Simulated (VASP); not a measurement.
The system is PtSe2.

```
CELL_PARAMETERS angstrom
3.71731 0.00000 0.00000
-1.85865 3.21928 0.00000
0.00000 0.00000 5.82007
ATOMIC_POSITIONS crystal
Pt 0.00000 0.00000 0.00000
Se 0.66667 0.33333 0.77461
Se 0.33333 0.66667 0.22539
```

```yaml
Program: VASP 6.6.1
Task: relaxation of cell and atoms
Functional: PBE
Dispersion: D3(BJ)
Potentials_or_basis: VASP PAW PBE potentials, release 64 (Pt, Se)
Cutoff: 600 eV
k_mesh: 9 × 9 × 6
Occupations: gaussian, width 0.02 eV
Spin: no spin polarisation
```

At the start: pressure -0.5 GPa; volume 23.22 Å³/atom.

Task: How do energy, volume and symmetry change on relaxing?

Result: Over 34 steps the energy falls by 48.6 meV/atom and the volume is 19.79 Å³/atom (-14.8 %); space group P-3m1 (No. 164, to 0.05 Å).

The path:
| step | energy change (eV) | largest force (eV/Å) | pressure (GPa) | volume (Å³) |
| --- | --- | --- | --- | --- |
| 1 | 0.0000 | 0.1605 | -0.54 | 69.65 |
| 2 | -0.0084 | 0.2388 | -0.01 | 68.86 |
| 3 | -0.0253 | 0.4844 | 1.78 | 66.50 |
| 4 | -0.0125 | 1.0300 | 6.44 | 61.82 |
| 5 | -0.0264 | 0.7100 | 3.53 | 64.65 |
| 6 | -0.0274 | 0.7096 | 3.53 | 64.60 |
| 7 | -0.0305 | 0.7080 | 3.52 | 64.43 |
| 8 | -0.0364 | 0.7054 | 3.51 | 64.11 |
| 9 | -0.0478 | 0.7018 | 3.52 | 63.45 |
| 10 | -0.0690 | 0.7099 | 3.62 | 62.12 |
| 11 | -0.1013 | 0.7265 | 4.28 | 59.42 |
| 12 | 0.0256 | 0.3404 | 8.98 | 53.80 |
| 13 | -0.0878 | 0.8462 | 5.41 | 58.48 |
| 14 | -0.0805 | 0.7933 | 6.20 | 56.96 |
| 15 | -0.1129 | 0.3604 | 3.08 | 57.29 |
| 16 | -0.1156 | 0.1648 | 1.76 | 57.44 |
| 17 | -0.1157 | 0.1865 | 1.90 | 57.42 |
| 18 | -0.1228 | 0.1722 | 1.51 | 57.74 |
| 19 | -0.1374 | 0.1209 | 0.42 | 58.70 |
| 20 | -0.1412 | 0.0257 | -1.40 | 60.58 |
| 21 | -0.1431 | 0.0343 | -0.81 | 59.93 |
| 22 | -0.1448 | 0.0705 | -0.11 | 59.74 |
| 23 | -0.1449 | 0.0803 | 0.07 | 59.69 |
| 24 | -0.1452 | 0.0531 | -0.04 | 59.70 |
| 25 | -0.1453 | 0.0005 | -0.24 | 59.74 |
| 26 | -0.1454 | 0.0120 | -0.19 | 59.73 |
| 27 | -0.1455 | 0.0172 | 0.01 | 59.60 |
| 28 | -0.1455 | 0.0177 | 0.04 | 59.59 |
| 29 | -0.1455 | 0.0094 | 0.01 | 59.56 |
| 30 | -0.1456 | 0.0019 | -0.02 | 59.54 |
| 31 | -0.1456 | 0.0132 | -0.06 | 59.49 |
| 32 | -0.1457 | 0.0003 | 0.06 | 59.39 |
| 33 | -0.1457 | 0.0026 | 0.09 | 59.38 |
| 34 | -0.1457 | 0.0006 | 0.02 | 59.37 |

Final structure:
```
Pt Se
1.0
     3.76916    0.00000    0.00000
    -1.88458    3.26418    0.00000
     0.00000    0.00000    4.82593
Pt Se
1 2
Direct
  0.00000 0.00000 0.00000
  0.66667 0.33333 0.73426
  0.33333 0.66667 0.26574
```
